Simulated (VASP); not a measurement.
Input of a VASP 6.6.1 run:

The input INCAR:

```
SYSTEM = ZnS
PREC = Accurate
ENCUT = 520
EDIFF = 1E-6
ISMEAR = 0
SIGMA = 0.02
LREAL = .False.
LASPH = .True.
NELM = 100
ALGO = Normal
ISIF = 2
LWAVE = .False.
LCHARG = .True.
GGA = PE
LELF = .True.
LVHAR = .True.
NBANDS = 16
```

File KPOINTS:

```
Automatic mesh
0
Gamma
  10 10 10
  0 0 0
```

Contents of POSCAR:

```
ZnS
1.0
    0.0000000000      2.7214810280      2.7214810280
    2.7214810280      0.0000000000      2.7214810280
    2.7214810280      2.7214810280      0.0000000000
Zn S
1 1
Direct
    0.2500000000      0.2500000000      0.2500000000
    0.0000000000      0.0000000000      0.0000000000
```

Potentials or basis: VASP PAW PBE potentials, release 64 (Zn, S).

Launch:

```console
$ cat potpaw_PBE.64/Zn/POTCAR potpaw_PBE.64/S/POTCAR > POTCAR
$ mpirun -np 1 vasp_std > vasp.out
```

Problem. Estimate the band gap on the k mesh.

Solution. 2.02 eV, direct.

Problem. Estimate the pressure.

Solution. 0.2 GPa.

**The experiment to reproduce.**

“Electronic, vibrational, and thermodynamic properties of ZnS (zincblende and rocksalt structure)”, 2009, arxiv:0911.5022 quotes, for a bulk crystal of ZnS at 19 K: band gap 3.85 eV (direct).

Against the measured gap of ZnS, 3.85 eV (direct; 19 K; quoted in “Electronic, vibrational, and thermodynamic properties of ZnS (zincblende and rocksalt structure)”, 2009, arxiv:0911.5022), the calculated 2.02 eV is off by -1.83 eV. The value is that of PBE, without temperature or zero-point motion. Semilocal functionals fall short of measured gaps as a rule.
